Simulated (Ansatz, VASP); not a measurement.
## One calculation of CoSn, two programs

```xyz
6
Lattice="5.2197 0.0000 0.0000 -2.6099 4.5204 0.0000 0.0000 0.0000 4.1685" Properties=species:S:1:pos:R:3 pbc="T T T"
Co   -1.3049    2.2602   -0.0216
Co    1.3049    2.2602   -0.0216
Co    2.6099    0.0000   -0.0216
Sn    2.6099    1.5068    2.0628
Sn    0.0000    3.0136    2.0628
Sn    0.0000    0.0000    0.0750
```

Change from the starting cell: mode 5 (107.6 1/cm) frozen in, largest displacement +0.075 Å.

Alike in both runs: task single point; functional PBEsol; k mesh 12 × 12 × 12; occupations gaussian, width 0.15 eV; no spin polarisation.

|  | VASP | Ansatz |
| --- | --- | --- |
| version | VASP 6.6.1 | Ansatz 0.2.0 |
| potentials or method | VASP PAW PBE potentials, release 64 (Co, Sn_d), cutoff 520 eV | scalar-relativistic, plane waves, PAW |
| valence electrons in the cell | 69 | 93 |

|  | VASP | Ansatz | Ansatz less VASP |
| --- | --- | --- | --- |
| gap on the k mesh at the Fermi level (eV) | none | none | - |
| pressure (GPa) | 0.0 | 0.0 | +0.05 |
| traceless stress, the component that is largest in VASP (GPa) | 0.08 | 0.14 | +0.058 |
| rms of the force components (eV/Å) | 0.098 | 0.098 | +0.0001 |

VASP's potentials were made for PBE, not for PBEsol. Atom by atom the forces differ by 0.000 eV/Å (rms over components). A gap of «none» marks a metal or a gap that the smearing closes. VASP's potentials hold 69 valence electrons a cell and Ansatz's 93, so a difference there can come from the potentials and not from the codes.
